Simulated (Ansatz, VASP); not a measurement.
AlN in VASP and in Ansatz

INCAR

```
PREC = Accurate
ENCUT = 520
EDIFF = 1E-6
ISMEAR = 0
SIGMA = 0.05
LREAL = False
LASPH = True
NELM = 60
ALGO = Normal
ISIF = 2
LWAVE = False
LCHARG = False
GGA = PE
NBANDS = 16
```

The input KPOINTS:

```
regular mesh
0
Gamma
  9 9 6
```

POSCAR

```
AlN
1.0
    3.2081362066      0.0000000000      0.0000000000
   -1.6040681033      2.7783274538      0.0000000000
    0.0000000000      0.0000000000      5.1423802048
Al N
2 2
Direct
    0.3052173201      0.6666666667      0.0017290859
    0.6947826799      0.3333333333      0.5017290859
    0.3582006313      0.6666666667      0.3832709141
    0.6417993687      0.3333333333      0.8832709141
```

Input for Ansatz:

```yaml
crystal:
  lattice:
    - [3.2081362066, 0.0, 0.0]
    - [-1.6040681033, 2.7783274538, 0.0]
    - [0.0, 0.0, 5.1423802048]
  atoms:
    - { symbol: Al, position: [0.3052173201, 0.6666666667, 0.0017290859] }
    - { symbol: Al, position: [0.6947826799, 0.3333333333, 0.5017290859] }
    - { symbol: "N", position: [0.3582006313, 0.6666666667, 0.3832709141] }
    - { symbol: "N", position: [0.6417993687, 0.3333333333, 0.8832709141] }
basis:
  ecutwfc: 520.0
kpoints:
  mp_grid: { grid: [9, 9, 6] }
hamiltonian:
  xc: pbe
  pseudopotentials: { kind: paw, azcp: { folder: soft_1 } }
scf:
  occupations: { method: gaussian, width: 0.05 }
output:
  forces: true
  stress: true
  eigenvalues: true
```

Change from the starting cell: mode 4 frozen in at -0.088 Å, equal normal strain along x, y and z +0.0250.

Alike in both runs: task single point; functional PBE; k mesh 9 × 9 × 6; occupations gaussian, width 0.05 eV; no spin polarisation.

|  | VASP | Ansatz |
| --- | --- | --- |
| version | VASP 6.6.1 | Ansatz 0.2.0 |
| potentials or method | VASP PAW PBE potentials, release 64 (Al, N), cutoff 520 eV | scalar-relativistic, plane waves, PAW |
| valence electrons in the cell | 16 | 16 |

```tsv
	VASP	Ansatz	Ansatz less VASP
gap on the k mesh at the Fermi level (eV)	3.33	3.33	-0.004
least direct gap on the mesh (eV)	3.33	3.33	-0.004
pressure (GPa)	-12.7	-12.5	+0.16
traceless stress, the component that is largest in VASP (GPa)	0.92	0.90	-0.025
rms of the force components (eV/Å)	0.224	0.223	-0.0007
```

Atom by atom the forces differ by 0.001 eV/Å (rms over components).
